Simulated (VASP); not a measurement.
A run of VASP 6.6.1 is set up as follows.

File INCAR:

```
PREC = Accurate ; ENCUT = 520
EDIFF = 1E-7 ; ISMEAR = 0
SIGMA = 0.05 ; LREAL = False
LASPH = True ; NELM = 100
ALGO = Normal ; ISIF = 2
LWAVE = False ; LCHARG = False
GGA = PE ; NBANDS = 28
```

File KPOINTS:

```
regular mesh
0
Gamma
  8 8 6
```

POSCAR

```
PbO
1.0
    3.9744000000      0.0000000000      0.0000000000
    0.0000000000      3.9744000000      0.0000000000
    0.0000000000      0.0000000000      5.0220000000
Pb O
2 2
Direct
    0.0000000000      0.5000000000      0.2351000000
    0.5000000000      0.0000000000      0.7649000000
    0.0000000000      0.0000000000      0.0000000000
    0.5000000000      0.5000000000      0.0000000000
```

Potentials or basis: VASP PAW PBE potentials, release 64 (Pb_d, O).

Command:

```sh
$ cat potpaw_PBE.64/Pb_d/POTCAR potpaw_PBE.64/O/POTCAR > POTCAR
$ mpirun -np 1 vasp_std > vasp.out
```

Estimate the pressure.

4.9 GPa.

Estimate the largest force.

0.496 eV/Å.

Estimate the band gap on the k mesh.

1.25 eV, indirect (least direct gap 2.32 eV).

Stress tensor (GPa, compression positive):
```
5.28 0.00 0.00
0.00 5.28 0.00
0.00 0.00 4.28
```

Caveat: spin-orbit coupling is left out, which moves the levels of the heavy elements. A k mesh can miss the band edges.
